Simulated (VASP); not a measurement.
# GaSb2 (P6_3/mmc) in VASP: single point with PBE

Aim: the single point of GaSb2 with PBE.

All numbers are computed with VASP 6.6.1; they aren't measurements. Logs are shortened: lines on timing, memory, paths and dates and some standing lists are left out, and cuts for length are marked.

## (1) The cell of the first run

Symmetry: P6_3/mmc, No. 194, hexagonal system. Conventional cell: a = 3.445 Å, b = 3.445 Å, c = 13.400 Å, α = 90.00°, β = 90.00°, γ = 120.00°. Within 3.5 Å of Ga (site symmetry -6m2) lie 6 Sb at 2.58 Å and 6 Ga at 3.45 Å. Within 3.5 Å of Sb (site symmetry 3m) lie 3 Ga at 2.58 Å and 7 Sb at 3.28 to 3.45 Å.

## (2) Single point, PBE

INCAR

```
SYSTEM = GaSb2
ALGO     = Normal         ! electronic algorithm
EDIFF    = 1E-6           ! SCF threshold, eV
ENCUT    = 500            ! plane-wave cutoff, eV
GGA      = PE             ! functional
GGA_COMPAT= .FALSE.      
ISIF     = 2              ! what is computed and relaxed
ISMEAR   = 0              ! smearing method
LASPH    = .TRUE.         ! aspherical terms in the spheres
LCHARG   = .FALSE.        ! write CHGCAR
LREAL    = .FALSE.        ! projectors in reciprocal space
LWAVE    = .FALSE.        ! write WAVECAR
NBANDS   = 32             ! bands
NELM     = 120            ! most SCF steps
PREC     = Accurate       ! precision mode
SIGMA    = 0.1            ! smearing width, eV
```

KPOINTS

```
k-points
0
G
  6 6 2
  0 0 0
```

POSCAR

```
GaSb2
1.0
    3.4450227159      0.0000000000      0.0000000000
   -1.7225113580      2.9834771886      0.0000000000
    0.0000000000      0.0000000000     13.3997256663
Ga Sb
2 4
Direct
    0.3333333333      0.6666666667      0.2500000000
    0.6666666667      0.3333333333      0.7500000000
    0.3333333333      0.6666666667      0.6275000000
    0.6666666667      0.3333333333      0.1275000000
    0.3333333333      0.6666666667      0.8725000000
    0.6666666667      0.3333333333      0.3725000000
```

Potentials or basis: VASP PAW PBE potentials, release 64 (Ga_d, Sb).

On the command line:

```console
$ cat potpaw_PBE.64/Ga_d/POTCAR potpaw_PBE.64/Sb/POTCAR > POTCAR
$ mpirun -np 1 vasp_std > vasp.out
```

OUTCAR:

```text
SYSTEM = GaSb2
   EDIFF = 1E-6
   ENCUT = 500
   GGA = PE
   ISIF = 2
   ISMEAR = 0
   LASPH = .TRUE.
   LREAL = .FALSE.
   NELM = 120
   PREC = Accurate

 ion  position               nearest neighbor table
   1  0.333  0.667  0.250-   4 2.58   6 2.58   4 2.58   6 2.58   4 2.58   6 2.58
   2  0.667  0.333  0.750-   3 2.58   5 2.58   3 2.58   5 2.58   3 2.58   5 2.58
   3  0.333  0.667  0.627-   2 2.58   2 2.58   2 2.58   5 3.28
   4  0.667  0.333  0.127-   1 2.58   1 2.58   1 2.58   6 3.28
   5  0.333  0.667  0.873-   2 2.58   2 2.58   2 2.58   3 3.28
   6  0.667  0.333  0.373-   1 2.58   1 2.58   1 2.58   4 3.28

  LATTYP: Found a hexagonal cell.
 ALAT       =     3.4450227159
 C/A-ratio  =     3.8895899306

  Lattice vectors:

 A1 = (   3.4450227159,   0.0000000000,   0.0000000000)
 A2 = (  -1.7225113580,   2.9834771886,   0.0000000000)
 A3 = (   0.0000000000,   0.0000000000,  13.3997256663)

Analysis of symmetry for initial positions (statically):
=====================================================================
 Subroutine PRICEL returns:
 Original cell was already a primitive cell.

 Routine SETGRP: Setting up the symmetry group for a
 hexagonal supercell.

 Subroutine GETGRP returns: Found 24 space group operations
 (whereof 12 operations were pure point group operations)
 out of a pool of 24 trial point group operations.

The static configuration has the point symmetry D_3d.
 The point group associated with its full space group is D_6h.

Analysis of symmetry for dynamics (positions and initial velocities):
=====================================================================
 Subroutine PRICEL returns:
 Original cell was already a primitive cell.

 Routine SETGRP: Setting up the symmetry group for a
 hexagonal supercell.

 Subroutine GETGRP returns: Found 24 space group operations
 (whereof 12 operations were pure point group operations)
 out of a pool of 24 trial point group operations.

The dynamic configuration has the point symmetry D_3d.
 The point group associated with its full space group is D_6h.

 Subroutine INISYM returns: Found 24 space group operations
 (whereof 12 operations are pure point group operations),
 and found     1 'primitive' translations

----------------------------------------------------------------------------------------

                                     Primitive cell

  volume of cell :     137.7243

  direct lattice vectors                    reciprocal lattice vectors
     3.445022716  0.000000000  0.000000000     0.290273848  0.167589684  0.000000000
    -1.722511358  2.983477189  0.000000000     0.000000000  0.335179368  0.000000000
     0.000000000  0.000000000 13.399725666     0.000000000  0.000000000  0.074628394

  length of vectors
     3.445022716  3.445022716 13.399725666     0.335179369  0.335179368  0.074628394

  position of ions in fractional coordinates (direct lattice)
     0.333333333  0.666666667  0.250000000
     0.666666667  0.333333333  0.750000000
     0.333333333  0.666666667  0.627500000
     0.666666667  0.333333333  0.127500000
     0.333333333  0.666666667  0.872500000
     0.666666667  0.333333333  0.372500000

  ion indices of the primitive-cell ions
   primitive index   ion index
                 1           1
                 2           2
                 3           3
                 4           4
                 5           5
                 6           6

----------------------------------------------------------------------------------------

 KPOINTS: k-points

Automatic generation of k-mesh.
 Grid dimensions read from file:
 generate k-points for:    6    6    2

 Generating k-lattice:

  Cartesian coordinates                     Fractional coordinates (reciprocal lattice)
     0.048378975  0.027931614  0.000000000     0.166666667  0.000000000  0.000000000
     0.000000000  0.055863228  0.000000000     0.000000000  0.166666667  0.000000000
     0.000000000  0.000000000  0.037314197     0.000000000  0.000000000  0.500000000

  Length of vectors
     0.055863228  0.055863228  0.037314197

  Shift w.r.t. Gamma in fractional coordinates (k-lattice)
     0.000000000  0.000000000  0.000000000

 Subroutine IBZKPT returns following result:
 ===========================================

 Found     14 irreducible k-points:

 Following reciprocal coordinates:
            Coordinates               Weight
  0.000000  0.000000  0.000000      1.000000
  0.166667 -0.000000  0.000000      6.000000
  0.333333  0.000000  0.000000      6.000000
  0.500000  0.000000  0.000000      3.000000
  0.166667  0.166667  0.000000      6.000000
  0.333333  0.166667  0.000000     12.000000
  0.333333  0.333333  0.000000      2.000000
  0.000000  0.000000  0.500000      1.000000
  0.166667 -0.000000  0.500000      6.000000
  0.333333  0.000000  0.500000      6.000000
  0.500000  0.000000  0.500000      3.000000
  0.166667  0.166667  0.500000      6.000000
  0.333333  0.166667  0.500000     12.000000
  0.333333  0.333333  0.500000      2.000000
   k-points           NKPTS =     14   k-points in BZ     NKDIM =     14   number of bands    NBANDS=     32
   number of dos      NEDOS =    301   number of ions     NIONS =      6
   total plane-waves  NPLWV =  76832
   dimension x,y,z NGX =    28 NGY =   28 NGZ =   98
   dimension x,y,z NGXF=    56 NGYF=   56 NGZF=  196
   ions per type =               2   4
   NGX,Y,Z   is equivalent  to a cutoff of  13.51, 13.51, 12.16 a.u.
   NGXF,Y,Z  is equivalent  to a cutoff of  27.02, 27.02, 24.32 a.u.
 SYSTEM =  GaSb2
   PREC   = accura    normal or accurate (medium, high low for compatibility)
   ISTART =      0    job   : 0-new  1-cont  2-samecut
   ICHARG =      2    charge: 1-file 2-atom 10-const
   ISPIN  =      1    spin polarized calculation?
   LNONCOLLINEAR =      F non collinear calculations
   LSORBIT =      F    spin-orbit coupling
   LASPH  =      T    aspherical Exc in radial PAW
   ENCUT  =  500.0 eV  36.75 Ry    6.06 a.u.   6.28  6.28 24.43*2*pi/ulx,y,z
   NELM   =    120;   NELMIN=  2; NELMDL= -5     # of ELM steps
   EDIFF  = 0.1E-05   stopping-criterion for ELM
   LREAL  =      F    real-space projection
   EDIFFG = 0.1E-04   stopping-criterion for IOM
   NSW    =      0    number of steps for IOM
   IBRION =     -1    ionic relax: 0-MD 1-quasi-New 2-CG
   NFREE  =      0    steps in history (QN), initial steepest desc. (CG)
   ISIF   =      2    stress and relaxation
   ISYM   =      2    0-nonsym 1-usesym 2-fastsym
   POTIM  = 0.5000    time-step for ionic-motion
   TEBEG  =    0.0;   TEEND  =   0.0 temperature during run
   PSTRESS=    0.0 pullay stress
   NELECT =      46.0000    total number of electrons
   NUPDOWN=      -1.0000    fix difference up-down
   EMIN   =  10.00;   EMAX   =-10.00  energy-range for DOS
   EFERMI =   0.00;   METHOD = LEGACY
   ISMEAR =     0;   SIGMA  =   0.10  broadening in eV -4-tet -1-fermi 0-gaus
   EFERMI_NEDOS =   21; number of points for ismear=-14 and -15
   IALGO  =     38    algorithm
   IMIX   =      4    mixing-type and parameters
     AMIX     =   0.40;   BMIX     =  1.00
     AMIX_MAG =   1.60;   BMIX_MAG =  1.00
  volume/ion in A,a.u.               =      22.95       154.90
  Fermi-wavevector in a.u.,A,eV,Ry     =   1.135858  2.146460 17.553861  1.290172
  Thomas-Fermi vector in A             =   2.272562
   LORBIT       =      0    0 simple, 1 ext, 2 COOP (PROOUT), +10 PAW based schemes
   GGA     = PE    functional components
   LHFCALC =     F    Hartree Fock is set to
   AEXX    =    0.0000 exact exchange contribution
   IVDW    =     0    specifies the selected vdW correction
   LEPSILON=     F    determine dielectric tensor
   LRPA    =     F    only Hartree local field effects (RPA)
 non-spin polarized calculation
 Gauss-broadening in eV      SIGMA  =   0.10
  energy-cutoff  :      500.00
  volume of cell :      137.72
 maximum number of plane-waves:      3529
 NGX is ok and might be reduce to    28
   NGX = 13   NGY = 13   NGZ = 49

 number of electron      46.0000003 magnetization

 Free energy of the ion-electron system (eV)
  ---------------------------------------------------
  ext. energy  EPLUGINS =         0.00000000
  ---------------------------------------------------
  free energy    TOTEN  =       -18.58201718 eV

  energy without entropy =      -18.57483936  energy(sigma->0) =      -18.57842827

 E-fermi :   8.3513     XC(G=0): -10.4399

 val. band max:        8.2896949015   @ k =   0.5000   0.0000   0.0000
 cond. band min:       8.4487735494   @ k =   0.3333   0.0000   0.5000
 fundamental gap:      0.1590786479
 Fermi energy:         8.3513346960

 k-point     1 :       0.0000    0.0000    0.0000
  band No.  band energies     occupation
      1      -7.2024      2.00000
      2      -7.2024      2.00000
      3      -7.2024      2.00000
      4      -7.2024      2.00000
      5      -7.1783      2.00000
      6      -7.1775      2.00000
[... 24 lines left out ...]
     31      13.6292      0.00000
     32      13.6293      0.00000

 k-point     2 :       0.1667   -0.0000    0.0000
  band No.  band energies     occupation
      1      -7.2256      2.00000
      2      -7.2254      2.00000
      3      -7.2117      2.00000
      4      -7.2109      2.00000
      5      -7.1794      2.00000
      6      -7.1794      2.00000
[... 24 lines left out ...]
     31      14.7654      0.00000
     32      14.7933      0.00000
[... 383 lines left out ...]
     31      13.8412      0.00000
     32      13.8412      0.00000

 k-point    14 :       0.3333    0.3333    0.5000
  band No.  band energies     occupation
      1      -7.2958      2.00000
      2      -7.2958      2.00000
      3      -7.2373      2.00000
      4      -7.2373      2.00000
      5      -7.2262      2.00000
      6      -7.2262      2.00000
[... 24 lines left out ...]
     31      13.7594      0.00000
     32      13.7594      0.00000

------------------------ aborting loop because EDIFF is reached ----------------------------------------

  FORCE on cell =-STRESS in cart. coord.  units (eV):
  Direction    XX          YY          ZZ          XY          YZ          ZX
  --------------------------------------------------------------------------------------
  -------------------------------------------------------------------------------------
  Total       18.1395873     18.1395873     17.5310493     -0.0000000      0.0000000     -0.0000000
  in kB      211.0217717    211.0217717    203.9425174     -0.0000000      0.0000000     -0.0000000
  external PRESSURE =     208.6620203 kB  Pullay stress =       0.0000000 kB

 VOLUME and BASIS-vectors are now :
 -----------------------------------------------------------------------------
  energy-cutoff  :      500.00
  volume of cell :      137.72
      direct lattice vectors                 reciprocal lattice vectors
     3.445022716  0.000000000  0.000000000     0.290273848  0.167589684  0.000000000
    -1.722511358  2.983477189  0.000000000     0.000000000  0.335179368  0.000000000
     0.000000000  0.000000000 13.399725666     0.000000000  0.000000000  0.074628394

 POSITION                                       TOTAL-FORCE (eV/Angst)
 -----------------------------------------------------------------------------------
     -0.00000      1.98898      3.34993         0.000000     -0.000000      0.000000
      1.72251      0.99449     10.04979        -0.000000      0.000000      0.000000
     -0.00000      1.98898      8.40833        -0.000000      0.000000     -2.734916
      1.72251      0.99449      1.70847        -0.000000      0.000000     -2.734916
     -0.00000      1.98898     11.69126        -0.000000     -0.000000      2.734916
      1.72251      0.99449      4.99140        -0.000000     -0.000000      2.734916
 -----------------------------------------------------------------------------------
    total drift:                               -0.000000      0.000000      0.000000

  FREE ENERGIE OF THE ION-ELECTRON SYSTEM (eV)
  ---------------------------------------------------
  free  energy   TOTEN  =       -18.5820171799 eV

  energy  without entropy=      -18.5748393568  energy(sigma->0) =      -18.57842827
```

Wall time 2.1 min (1 thread of Intel Xeon 8259CL, shared host); peak memory 0.24 GiB.

Results:

* Free energy: -18.5820 eV
* Pressure: 20.9 GPa
* Largest force: 2.735 eV/Å
* Band gap on the k mesh: zero (bands 23 and 24 overlap by 6.38 eV)

Forces in eV/Å, atoms in the order of the input:
```
Ga   0.000  0.000  0.000
Ga   0.000  0.000  0.000
Sb   0.000  0.000 -2.735
Sb   0.000  0.000 -2.735
Sb   0.000  0.000  2.735
Sb   0.000  0.000  2.735
```

Stress tensor (GPa, compression positive):
```
21.10  0.00  0.00
 0.00 21.10  0.00
 0.00  0.00 20.39
```

Caveat: the cell stands under pressure; spin-orbit coupling is left out, which moves the levels of the heavy elements; forces of over 1 eV/Å act on the atoms, so gaps and moduli don't describe the material at rest.

The gap in the log of VASP goes by the Fermi energy; the results here count the filled bands.